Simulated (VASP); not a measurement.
# Si5Ge (P6/mmm) in VASP: notebook

Runs on Si5Ge. Level: PBE. Tasks: relaxation of cell and atoms, single point.

Program: VASP 6.6.1. These are calculated values, not measurements. Logs are shortened: lines on timing, memory, paths and dates and some standing lists are left out, and cuts for length are marked.

## (1) The cell of the first run

The structure is hexagonal, space group P6/mmm (No. 191). The conventional cell has a = 5.034 Å, b = 5.034 Å, c = 4.160 Å, α = 90.00°, β = 90.00°, γ = 120.00°. Si (site symmetry -6m2) has 9 Si at 2.54 to 2.91 Å and 3 Ge at 2.91 Å within 3.3 Å. Si (site symmetry mmm) has 8 Si at 2.52 to 2.54 Å and 4 Ge at 3.27 Å within 3.3 Å. Ge (site symmetry 6/mmm) has 18 Si at 2.91 to 3.27 Å within 3.8 Å.

The cell was built from a structure type or drawn by symmetry, and may not be a known phase.

## (2) Relaxation of cell and atoms, PBE

File INCAR:

```
PREC = Accurate
ENCUT = 600
EDIFF = 1E-6
ISMEAR = 0
SIGMA = 0.1
LREAL = False
LASPH = True
NELM = 60
ALGO = Normal
ISIF = 3
LWAVE = False
LCHARG = False
GGA = PE
IBRION = 2
NSW = 90
EDIFFG = -0.04
```

File KPOINTS:

```
Automatic mesh
0
Gamma
  6 6 4
```

File POSCAR:

```
Si5Ge
1.0
    5.0341869100      0.0000000000      0.0000000000
   -2.5170934600      4.3597337500      0.0000000000
    0.0000000000      0.0000000000      4.1597583800
Si Ge
5 1
Direct
    0.3333333300      0.6666666700      0.0000000000
    0.6666666700      0.3333333300      0.0000000000
    0.5000000000      0.0000000000      0.5000000000
    0.5000000000      0.5000000000      0.5000000000
    0.0000000000      0.5000000000      0.5000000000
    0.0000000000      0.0000000000      0.0000000000
```

Potentials or basis: VASP PAW PBE potentials, release 64 (Si, Ge_d).

Command:

```sh
> cat potpaw_PBE.64/Si/POTCAR potpaw_PBE.64/Ge_d/POTCAR > POTCAR
> mpirun -np 1 vasp_std > vasp.out
```

OUTCAR:

```text
PREC = Accurate
   ENCUT = 600
   EDIFF = 1E-6
   ISMEAR = 0
   LREAL = False
   LASPH = True
   NELM = 60
   ISIF = 3
   GGA = PE
   IBRION = 2
   NSW = 90
   EDIFFG = -0.04

 ion  position               nearest neighbor table
   1  0.333  0.667  0.000-   5 2.54   5 2.54   3 2.54   3 2.54   4 2.54   4 2.54   2 2.91   2 2.91
                             6 2.91   6 2.91   6 2.91   2 2.91
   2  0.667  0.333  0.000-   5 2.54   5 2.54   3 2.54   3 2.54   4 2.54   4 2.54   1 2.91   1 2.91
                             6 2.91   6 2.91   6 2.91   1 2.91
   3  0.500  0.000  0.500-   5 2.52   5 2.52   4 2.52   4 2.52   1 2.54   2 2.54   1 2.54   2 2.54

   4  0.500  0.500  0.500-   5 2.52   5 2.52   3 2.52   3 2.52   1 2.54   2 2.54   1 2.54   2 2.54

   5  0.000  0.500  0.500-   3 2.52   3 2.52   4 2.52   4 2.52   1 2.54   2 2.54   1 2.54   2 2.54

   6  0.000  0.000  0.000-   1 2.91   2 2.91   2 2.91   1 2.91   2 2.91   1 2.91

  LATTYP: Found a hexagonal cell.
 ALAT       =     5.0341869100
 C/A-ratio  =     0.8263019340

  Lattice vectors:

 A1 = (   5.0341869100,   0.0000000000,   0.0000000000)
 A2 = (  -2.5170934600,   4.3597337500,   0.0000000000)
 A3 = (   0.0000000000,   0.0000000000,   4.1597583800)

Analysis of symmetry for initial positions (statically):
=====================================================================
 Subroutine PRICEL returns:
 Original cell was already a primitive cell.

 Routine SETGRP: Setting up the symmetry group for a
 hexagonal supercell.

 Subroutine GETGRP returns: Found 24 space group operations
 (whereof 24 operations were pure point group operations)
 out of a pool of 24 trial point group operations.

The static configuration has the point symmetry D_6h.

Analysis of symmetry for dynamics (positions and initial velocities):
=====================================================================
 Subroutine PRICEL returns:
 Original cell was already a primitive cell.

 Routine SETGRP: Setting up the symmetry group for a
 hexagonal supercell.

 Subroutine GETGRP returns: Found 24 space group operations
 (whereof 24 operations were pure point group operations)
 out of a pool of 24 trial point group operations.

The dynamic configuration has the point symmetry D_6h.

 Subroutine INISYM returns: Found 24 space group operations
 (whereof 24 operations are pure point group operations),
 and found     1 'primitive' translations

----------------------------------------------------------------------------------------

                                     Primitive cell

  volume of cell :      91.2972

  direct lattice vectors                    reciprocal lattice vectors
     5.034186910  0.000000000  0.000000000     0.198641810  0.114685903  0.000000000
    -2.517093460  4.359733750  0.000000000     0.000000000  0.229371805  0.000000000
     0.000000000  0.000000000  4.159758380     0.000000000  0.000000000  0.240398578

  length of vectors
     5.034186910  5.034186911  4.159758380     0.229371805  0.229371805  0.240398578

  position of ions in fractional coordinates (direct lattice)
     0.333333330  0.666666670  0.000000000
     0.666666670  0.333333330  0.000000000
     0.500000000  0.000000000  0.500000000
     0.500000000  0.500000000  0.500000000
     0.000000000  0.500000000  0.500000000
     0.000000000  0.000000000  0.000000000

  ion indices of the primitive-cell ions
   primitive index   ion index
                 1           1
                 2           2
                 3           3
                 4           4
                 5           5
                 6           6

----------------------------------------------------------------------------------------

 KPOINTS: Automatic mesh

Automatic generation of k-mesh.
 Grid dimensions read from file:
 generate k-points for:    6    6    4

 Generating k-lattice:

  Cartesian coordinates                     Fractional coordinates (reciprocal lattice)
     0.033106968  0.019114317  0.000000000     0.166666667  0.000000000  0.000000000
     0.000000000  0.038228634  0.000000000     0.000000000  0.166666667  0.000000000
     0.000000000  0.000000000  0.060099645     0.000000000  0.000000000  0.250000000

  Length of vectors
     0.038228634  0.038228634  0.060099645

  Shift w.r.t. Gamma in fractional coordinates (k-lattice)
     0.000000000  0.000000000  0.000000000

 Subroutine IBZKPT returns following result:
 ===========================================

 Found     21 irreducible k-points:

 Following reciprocal coordinates:
            Coordinates               Weight
  0.000000  0.000000  0.000000      1.000000
  0.166667  0.000000  0.000000      6.000000
  0.333333 -0.000000  0.000000      6.000000
  0.500000 -0.000000  0.000000      3.000000
  0.166667  0.166667  0.000000      6.000000
  0.333333  0.166667  0.000000     12.000000
[... 13 lines left out ...]
  0.333333  0.166667  0.500000     12.000000
  0.333333  0.333333  0.500000      2.000000
   k-points           NKPTS =     21   k-points in BZ     NKDIM =     21   number of bands    NBANDS=     21
   number of dos      NEDOS =    301   number of ions     NIONS =      6
   total plane-waves  NPLWV =  57600
   dimension x,y,z NGX =    40 NGY =   40 NGZ =   36
   dimension x,y,z NGXF=    80 NGYF=   80 NGZF=   72
   ions per type =               5   1
   NGX,Y,Z   is equivalent  to a cutoff of  13.21, 13.21, 14.39 a.u.
   NGXF,Y,Z  is equivalent  to a cutoff of  26.42, 26.42, 28.78 a.u.
 SYSTEM =  unknown system
   PREC   = accura    normal or accurate (medium, high low for compatibility)
   ISTART =      0    job   : 0-new  1-cont  2-samecut
   ICHARG =      2    charge: 1-file 2-atom 10-const
   ISPIN  =      1    spin polarized calculation?
   LNONCOLLINEAR =      F non collinear calculations
   LSORBIT =      F    spin-orbit coupling
   LASPH  =      T    aspherical Exc in radial PAW
   ENCUT  =  600.0 eV  44.10 Ry    6.64 a.u.  10.05 10.05  8.31*2*pi/ulx,y,z
   NELM   =     60;   NELMIN=  2; NELMDL= -5     # of ELM steps
   EDIFF  = 0.1E-05   stopping-criterion for ELM
   LREAL  =      F    real-space projection
   EDIFFG = -.4E-01   stopping-criterion for IOM
   NSW    =     90    number of steps for IOM
   IBRION =      2    ionic relax: 0-MD 1-quasi-New 2-CG
   NFREE  =      1    steps in history (QN), initial steepest desc. (CG)
   ISIF   =      3    stress and relaxation
   ISYM   =      2    0-nonsym 1-usesym 2-fastsym
   POTIM  = 0.5000    time-step for ionic-motion
   TEBEG  =    0.0;   TEEND  =   0.0 temperature during run
   PSTRESS=    0.0 pullay stress
   NELECT =      34.0000    total number of electrons
   NUPDOWN=      -1.0000    fix difference up-down
   EMIN   =  10.00;   EMAX   =-10.00  energy-range for DOS
   EFERMI =   0.00;   METHOD = LEGACY
   ISMEAR =     0;   SIGMA  =   0.10  broadening in eV -4-tet -1-fermi 0-gaus
   EFERMI_NEDOS =   21; number of points for ismear=-14 and -15
   IALGO  =     38    algorithm
   IMIX   =      4    mixing-type and parameters
     AMIX     =   0.40;   BMIX     =  1.00
     AMIX_MAG =   1.60;   BMIX_MAG =  1.00
  volume/ion in A,a.u.               =      15.22       102.68
  Fermi-wavevector in a.u.,A,eV,Ry     =   1.177828  2.225773 18.875085  1.387280
  Thomas-Fermi vector in A             =   2.314168
   LORBIT       =      0    0 simple, 1 ext, 2 COOP (PROOUT), +10 PAW based schemes
   GGA     = PE    functional components
   LHFCALC =     F    Hartree Fock is set to
   AEXX    =    0.0000 exact exchange contribution
   IVDW    =     0    specifies the selected vdW correction
   LEPSILON=     F    determine dielectric tensor
   LRPA    =     F    only Hartree local field effects (RPA)
 conjugate gradient relaxation of ions
 non-spin polarized calculation
 Gauss-broadening in eV      SIGMA  =   0.10
  energy-cutoff  :      600.00
  volume of cell :       91.30
 maximum number of plane-waves:      3061
   NGX = 21   NGY = 21   NGZ = 17

--------------------------------------- Ionic step        1  -------------------------------------------

 number of electron      34.0000013 magnetization

 Free energy of the ion-electron system (eV)
  ---------------------------------------------------
  ext. energy  EPLUGINS =         0.00000000
  ---------------------------------------------------
  free energy    TOTEN  =       -27.86790766 eV

  energy without entropy =      -27.84707124  energy(sigma->0) =      -27.85748945

------------------------ aborting loop because EDIFF is reached ----------------------------------------

  FORCE on cell =-STRESS in cart. coord.  units (eV):
  Direction    XX          YY          ZZ          XY          YZ          ZX
  --------------------------------------------------------------------------------------
  -------------------------------------------------------------------------------------
  Total        1.7675410      1.7675410      7.7201977     -0.0000000      0.0000000      0.0000000
  in kB       31.0186339     31.0186338    135.4819982     -0.0000000      0.0000000      0.0000000
  external PRESSURE =      65.8397553 kB  Pullay stress =       0.0000000 kB
[... 305 lines left out ...]
  energy  without entropy=      -28.2693266610  energy(sigma->0) =      -28.27378107

--------------------------------------- Ionic step        9  -------------------------------------------

 number of electron      34.0000007 magnetization

 Free energy of the ion-electron system (eV)
  ---------------------------------------------------
  ext. energy  EPLUGINS =         0.00000000
  ---------------------------------------------------
  free energy    TOTEN  =       -28.28422262 eV

  energy without entropy =      -28.27451890  energy(sigma->0) =      -28.27937076

 E-fermi :   8.4454     XC(G=0): -10.7972

 val. band max:        8.3180499219   @ k =   0.5000  -0.0000   0.0000
 cond. band min:       8.4545338615   @ k =   0.3333  -0.0000   0.0000
 fundamental gap:      0.1364839395
 Fermi energy:         8.4454092736

 k-point     1 :       0.0000    0.0000    0.0000
  band No.  band energies     occupation
      1     -16.5776      2.00000
      2     -16.5584      2.00000
      3     -16.5584      2.00000
      4     -16.5257      2.00000
      5     -16.5257      2.00000
      6      -5.3823      2.00000
[... 526 lines left out ...]
  FREE ENERGIE OF THE ION-ELECTRON SYSTEM (eV)
  ---------------------------------------------------
  free  energy   TOTEN  =       -28.2842226224 eV

  energy  without entropy=      -28.2745188968  energy(sigma->0) =      -28.27937076

 reached required accuracy - stopping structural energy minimisation
```

Run time: 4.1 min. Hardware: 1 thread of Intel Xeon 6975P-C (Granite Rapids), shared host; peak memory 0.25 GiB.

Results:

```yaml
Free_energy: -28.2842 eV
Relaxed_volume: 16.44 Å³/atom
Relaxed_cell: a = 4.955 Å, b = 4.955 Å, c = 4.638 Å, α = 90.00°, β = 90.00°, γ = 120.00°
Space_group_after_relaxing_to_0.1_Å: P6/mmm (No. 191)
Energy_gained_by_relaxing: 69.4 meV/atom
Ionic_steps: 9
Pressure_after_relaxing: 0.1 GPa
Band_gap_on_the_k_mesh: zero (bands 17 and 18 overlap by 4.21 eV)
```

Stress tensor (GPa, compression positive):
```
-0.05  0.00  0.00
 0.00 -0.05  0.00
 0.00  0.00  0.36
```

The path:
```tsv
step	energy change (eV)	largest force (eV/Å)	pressure (GPa)	volume (Å³)
1	0.0000	0.0000	6.58	91.30
2	-0.2343	0.0000	-1.25	99.74
3	-0.2343	0.0000	-1.11	99.72
4	-0.2990	0.0000	-0.14	98.57
5	-0.3881	0.0000	2.43	95.83
6	-0.3999	0.0000	2.20	96.21
7	-0.4004	0.0000	2.04	96.29
8	-0.4103	0.0000	1.32	97.19
9	-0.4163	0.0000	0.08	98.62
```

Final structure:
```yaml
crystal:
  lattice:
    - [4.95497, 0.00000, 0.00000]
    - [-2.47749, 4.29113, 0.00000]
    - [0.00000, 0.00000, 4.63835]
  atoms:
    - { symbol: Si, position: [0.33333, 0.66667, 0.00000] }
    - { symbol: Si, position: [0.66667, 0.33333, 0.00000] }
    - { symbol: Si, position: [0.50000, 0.00000, 0.50000] }
    - { symbol: Si, position: [0.50000, 0.50000, 0.50000] }
    - { symbol: Si, position: [0.00000, 0.50000, 0.50000] }
    - { symbol: Ge, position: [0.00000, 0.00000, 0.00000] }
```

Levels at points of the mesh, in eV from the Fermi level:
| k point | band 14 | band 15 | band 16 | band 17 | band 18 | band 19 | band 20 | band 21 |
| --- | --- | --- | --- | --- | --- | --- | --- | --- |
| (0.00, 0.00, 0.00) | -4.57 | -1.42 | -0.91 | 0.21 | 0.21 | 0.30 | 0.56 | 0.56 |
| (0.50, 0.00, 0.00) | -2.69 | -1.61 | -0.37 | -0.19 | -0.13 | 0.06 | 0.71 | 0.88 |
| (0.00, 0.00, 0.50) | -4.05 | -3.05 | -3.05 | -2.95 | -2.95 | -0.81 | 1.09 | 1.31 |
| (0.50, 0.00, 0.50) | 0.58 | 0.84 | 0.96 | 1.02 | 1.57 | 1.73 | 2.44 | 2.46 |

Caveat: the k points lie up to 0.34 Å⁻¹ apart in the final cell, too coarse for converged energies and pressures of a metal.

## (3) Single point, PBE

This run uses another cell than the first one, of 16.57 Å³/atom.

File INCAR:

```
SYSTEM = Si5Ge
PREC = Accurate ; ENCUT = 520
EDIFF = 1E-6 ; ISMEAR = 0
SIGMA = 0.1 ; LREAL = .FALSE.
LASPH = .TRUE. ; NELM = 100
ALGO = Normal ; ISIF = 2
LWAVE = .FALSE. ; LCHARG = .TRUE.
GGA = PE ; LELF = .TRUE.
LVHAR = .TRUE. ; NBANDS = 26
```

File KPOINTS:

```
regular mesh
0
G
  12 12 8
  0 0 0
```

File POSCAR:

```
Si5Ge
1.0
    4.9382689629      0.0000000000      0.0000000000
   -2.4691344814      4.2766663726      0.0000000000
    0.0000000000      0.0000000000      4.7078266078
Si Ge
5 1
Direct
    0.3333333333      0.6666666667      0.0000000000
    0.6666666667      0.3333333333      0.0000000000
    0.5000000000      0.0000000000      0.5000000000
    0.5000000000      0.5000000000      0.5000000000
    0.0000000000      0.5000000000      0.5000000000
    0.0000000000      0.0000000000      0.0000000000
```

Potentials or basis: VASP PAW PBE potentials, release 64 (Si, Ge_d).

Command:

```sh
> cat potpaw_PBE.64/Si/POTCAR potpaw_PBE.64/Ge_d/POTCAR > POTCAR
> mpirun -np 1 vasp_std > vasp.out
```

OUTCAR:

```text
SYSTEM = Si5Ge
   PREC = Accurate
   ENCUT = 520
   EDIFF = 1E-6
   ISMEAR = 0
   LREAL = .FALSE.
   LASPH = .TRUE.
   NELM = 100
   ISIF = 2
   GGA = PE

 ion  position               nearest neighbor table
   1  0.333  0.667  0.000-   3 2.75   3 2.75   5 2.75   5 2.75   4 2.75   4 2.75   6 2.85   2 2.85
                             2 2.85   6 2.85   6 2.85   2 2.85
   2  0.667  0.333  0.000-   3 2.75   3 2.75   5 2.75   5 2.75   4 2.75   4 2.75   6 2.85   1 2.85
                             1 2.85   6 2.85   6 2.85   1 2.85
   3  0.500  0.000  0.500-   4 2.47   4 2.47   5 2.47   5 2.47   1 2.75   2 2.75   1 2.75   2 2.75

   4  0.500  0.500  0.500-   3 2.47   3 2.47   5 2.47   5 2.47   1 2.75   2 2.75   1 2.75   2 2.75

   5  0.000  0.500  0.500-   4 2.47   4 2.47   3 2.47   3 2.47   1 2.75   2 2.75   1 2.75   2 2.75

   6  0.000  0.000  0.000-   1 2.85   2 2.85   1 2.85   2 2.85   2 2.85   1 2.85

  LATTYP: Found a hexagonal cell.
 ALAT       =     4.9382689629
 C/A-ratio  =     0.9533353981

  Lattice vectors:

 A1 = (   4.9382689629,   0.0000000000,   0.0000000000)
 A2 = (  -2.4691344814,   4.2766663726,   0.0000000000)
[... 189 lines left out ...]
 fundamental gap:      0.0302690062
 Fermi energy:         8.2528585534

 k-point     1 :       0.0000    0.0000    0.0000
  band No.  band energies     occupation
      1     -16.6198      2.00000
      2     -16.5987      2.00000
      3     -16.5987      2.00000
      4     -16.5608      2.00000
      5     -16.5608      2.00000
      6      -5.4079      2.00000
[... 685 lines left out ...]
     25      13.2775      0.00000
     26      14.4930      0.00000

 [... further k-points ...]

------------------------ aborting loop because EDIFF is reached ----------------------------------------

  FORCE on cell =-STRESS in cart. coord.  units (eV):
  Direction    XX          YY          ZZ          XY          YZ          ZX
  --------------------------------------------------------------------------------------
  -------------------------------------------------------------------------------------
  Total       -0.0387231     -0.0387231     -0.0318660     -0.0000000     -0.0000000      0.0000000
  in kB       -0.6239936     -0.6239936     -0.5134971     -0.0000000     -0.0000000      0.0000000
  external PRESSURE =      -0.5871614 kB  Pullay stress =       0.0000000 kB

 VOLUME and BASIS-vectors are now :
 -----------------------------------------------------------------------------
  energy-cutoff  :      520.00
  volume of cell :       99.43
      direct lattice vectors                 reciprocal lattice vectors
     4.938268963  0.000000000  0.000000000     0.202500108  0.116913492  0.000000000
    -2.469134481  4.276666373  0.000000000     0.000000000  0.233826984  0.000000000
     0.000000000  0.000000000  4.707826608     0.000000000  0.000000000  0.212412241

 POSITION                                       TOTAL-FORCE (eV/Angst)
 -----------------------------------------------------------------------------------
     -0.00000      2.85111      0.00000         0.000000      0.000000      0.000000
      2.46913      1.42556      0.00000        -0.000000      0.000000     -0.000000
      2.46913      0.00000      2.35391        -0.000000      0.000000     -0.000000
      1.23457      2.13833      2.35391        -0.000000      0.000000     -0.000000
     -1.23457      2.13833      2.35391        -0.000000      0.000000     -0.000000
      0.00000      0.00000      0.00000        -0.000000      0.000000     -0.000000
 -----------------------------------------------------------------------------------
    total drift:                                0.000000     -0.000000      0.000000

  FREE ENERGIE OF THE ION-ELECTRON SYSTEM (eV)
  ---------------------------------------------------
  free  energy   TOTEN  =       -28.1964770491 eV

  energy  without entropy=      -28.1833986374  energy(sigma->0) =      -28.18993784
```

Wall time 3.9 min (1 thread of Intel Xeon 6975P-C (Granite Rapids), shared host); peak memory 0.35 GiB.

Results:

```yaml
Free_energy: -28.1965 eV
Pressure: -0.1 GPa
Band_gap_on_the_k_mesh: zero (bands 17 and 18 overlap by 4.33 eV)
```

Levels at points of the mesh, in eV from the Fermi level:
```csv
k point,band 13,band 14,band 15,band 16,band 17,band 18,band 19,band 20,band 21,band 22
"(0.00, 0.00, 0.00)",-4.39,-4.39,-1.47,-0.73,0.15,0.15,0.24,0.24,0.70,0.70
"(0.50, 0.00, 0.00)",-4.13,-2.64,-1.68,-0.13,-0.10,-0.01,0.28,0.95,1.05,3.50
"(0.00, 0.00, 0.50)",-3.85,-3.85,-2.90,-2.90,-2.84,-2.84,-0.67,0.93,1.07,5.25
"(0.50, 0.00, 0.50)",-4.99,0.82,1.02,1.09,1.11,1.72,1.93,2.10,2.40,2.67
```

[end of part 1 of 2]
